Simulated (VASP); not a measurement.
Wanted: the native input for a VASP 6.6.1 run.

```
Task                   : single point
Functional             : PBE
Potentials or basis    : VASP PAW PBE potentials, release 64 (Rh_pv)
Cutoff                 : 520 eV
k mesh                 : 24 × 24 × 12
Occupations            : gaussian, width 0.1 eV
Spin                   : no spin polarisation
Dipole correction      : no
Further INCAR settings : ALGO = Fast; EDIFF = 1e-06; NBANDS = 22
```

The structure of Rh lies in POSCAR:

```
Rh
1.0
    2.8882764713      0.0000000000      0.0000000000
   -1.4441382357      2.5013207973      0.0000000000
    0.0000000000      0.0000000000      4.1812773004
Rh
2
Direct
    0.6666666667      0.3333333333      0.7500000000
    0.3333333333      0.6666666667      0.2500000000
```

This cell differs from its parent crystal: biaxial strain in the a-b plane: +6.0 %, then relaxed in part.

One way to write it, as run:

INCAR

```
SYSTEM = Rh
PREC = Accurate
ENCUT = 520
EDIFF = 1E-6
ISMEAR = 0
SIGMA = 0.1
LREAL = .False.
LASPH = .True.
NELM = 60
ALGO = Fast
ISIF = 2
LWAVE = .False.
LCHARG = .False.
GGA = PE
NBANDS = 22
```

KPOINTS

```
Automatic mesh
0
Gamma
  24 24 12
  0 0 0
```

Potentials or basis: VASP PAW PBE potentials, release 64 (Rh_pv).

The run is started by

```console
$ cat potpaw_PBE.64/Rh_pv/POTCAR > POTCAR
$ mpirun -np 1 vasp_std > vasp.out
```

Results of the run:

```json
{
 "Pressure": "-11.7 GPa",
 "Band gap on the k mesh": "zero (band 15 reaches 10.71 eV, above the bottom of band 16 at 9.07 eV)"
}
```

Caveat: the cell differs from its parent crystal (biaxial strain in the a-b plane: +6.0 %, then relaxed in part).

Wall time 82 s on 1 thread of Intel(R) Xeon(R) 6975P-C (Granite Rapids), on a shared host, peak memory 0.32 GiB.
